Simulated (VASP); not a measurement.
Set up this calculation in VASP 6.6.1, as the native input.

```
Task                   : single point
Functional             : PBE
Potentials or basis    : VASP PAW PBE potentials, release 64 (Be, S)
Cutoff                 : 520 eV
k mesh                 : 5 × 5 × 1
Occupations            : methfessel-paxton, width 0.1 eV
Spin                   : no spin polarisation
Dipole correction      : yes
Further INCAR settings : ALGO = Normal; EDIFF = 1e-06; NBANDS = 16; NELMDL = -8
```

The structure of BeS lies in POSCAR:

```
BeS
1.0
    3.4294678888      0.0000000000      0.0000000000
    1.7147339444      2.9700063131      0.0000000000
    0.0000000000      0.0000000000     18.5001860070
Be S
2 2
Direct
    0.0000000000      0.0000000000      0.4054013293
    0.3333333333      0.3333333333      0.5567592024
    0.3333333333      0.3333333333      0.4432407976
    0.6666666667      0.6666666667      0.5945986707
```

The input as run:

INCAR

```
  ALGO = Normal
  DIPOL = 0.5 0.5 0.500
  EDIFF = 1E-6
  ENCUT = 520
  GGA = PE
  GGA_COMPAT = False
  IDIPOL = 3
  ISIF = 2
  ISMEAR = 1
  LASPH = True
  LCHARG = False
  LDIPOL = True
  LREAL = False
  LWAVE = False
  NBANDS = 16
  NELM = 120
  NELMDL = -8
  PREC = Accurate
  SIGMA = 0.1
```

KPOINTS

```
k-points
0
Gamma
  5 5 1
```

Potentials or basis: VASP PAW PBE potentials, release 64 (Be, S).

Command:

```sh
$ cat potpaw_PBE.64/Be/POTCAR potpaw_PBE.64/S/POTCAR > POTCAR
$ mpirun -np 1 vasp_std > vasp.out
```

It gave:

```json
{"Largest force": "2.675 eV/Å", "Band gap on the k mesh": "0.27 eV, direct"}
```

Caveat: the k points lie up to 0.42 Å⁻¹ apart.

It took 52 s on 1 thread of Intel(R) Xeon(R) Platinum 8259CL CPU @ 2.50GHz (Skylake/Cascade Lake), on a shared host, peak memory 0.31 GiB.
